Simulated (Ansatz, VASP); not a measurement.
Two plane-wave programs on MnO2

```
CELL_PARAMETERS angstrom
4.39830 0.00000 0.00000
0.00000 4.39830 0.00000
0.00000 0.00000 2.87300
ATOMIC_POSITIONS crystal
Mn 0.00000 0.00000 0.00000
Mn 0.50000 0.50000 0.50000
O 0.30515 0.30515 0.00000
O 0.19485 0.80515 0.50000
O 0.69485 0.69485 0.00000
O 0.80515 0.19485 0.50000
```

Alike in both runs: task single point; functional PBE; k mesh 6 × 6 × 10; occupations fermi-dirac, width 0.05 eV; no spin polarisation; Hubbard terms Mn d U = 4.0 eV.

|  | VASP | Ansatz |
| --- | --- | --- |
| version | VASP 6.6.1 | Ansatz 0.2.0 |
| potentials or method | VASP PAW PBE potentials, release 64 (Mn_pv, O), cutoff 520 eV | PAW plane waves |
| valence electrons in the cell | 50 | 54 |

```csv
,VASP,Ansatz,Ansatz less VASP
pressure (GPa),-0.3,-1.6,-1.33
"traceless stress, the component that is largest in VASP (GPa)",8.23,8.88,+0.651
rms of the force components (eV/Å),0.366,0.363,-0.0032
```

The programs project onto different local orbitals, so the same U acts differently, and such runs can settle in different states. Atom by atom the forces differ by 0.003 eV/Å (rms over components). VASP's potentials hold 50 valence electrons a cell and Ansatz's 54, so a difference there can come from the potentials and not from the codes. Ansatz's warnings: filled band counts differ across k points.
